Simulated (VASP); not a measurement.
Ag, 2 atoms in the cell. The structure is hexagonal, space group P6_3/mmc (No. 194). Conventional cell: a = 2.922 Å, b = 2.922 Å, c = 4.702 Å, α = 90.00°, β = 90.00°, γ = 120.00°. Within 3.8 Å of Ag (site symmetry -6m2) lie 12 Ag at 2.89 to 2.92 Å. This isn't the form of Ag at room conditions, which is fcc.

| Item | Value |
| --- | --- |
| Program | VASP 6.6.1 |
| Task | single point |
| Functional | PBE |
| Potentials or basis | VASP PAW PBE potentials, release 64 (Ag_sv_GW) |
| Cutoff | 630 eV |
| k mesh | 1 × 6 × 1 |
| Occupations | gaussian, width 0.1 eV |
| Spin | no spin polarisation |
| Dipole correction | no |
| Further INCAR settings | ALGO = Normal; EDIFF = 1e-06; NBANDS = 26; ISYM = 0 |

Potentials or basis: VASP PAW PBE potentials, release 64 (Ag_sv_GW).

Command:

```bash
$ cat potpaw_PBE.64/Ag_sv_GW/POTCAR > POTCAR
$ mpirun -np 1 vasp_std > vasp.out
```

Hardware: 1 thread of AMD EPYC 7R43 64-Core Processor (Zen 3), with other jobs on the host.

Estimate the wall time of this run.

It took 23 s on 1 thread of AMD EPYC 7R43 64-Core Processor (Zen 3), with other jobs on the host, peak memory 0.12 GiB. Counts: scf iterations 12, k points 4.
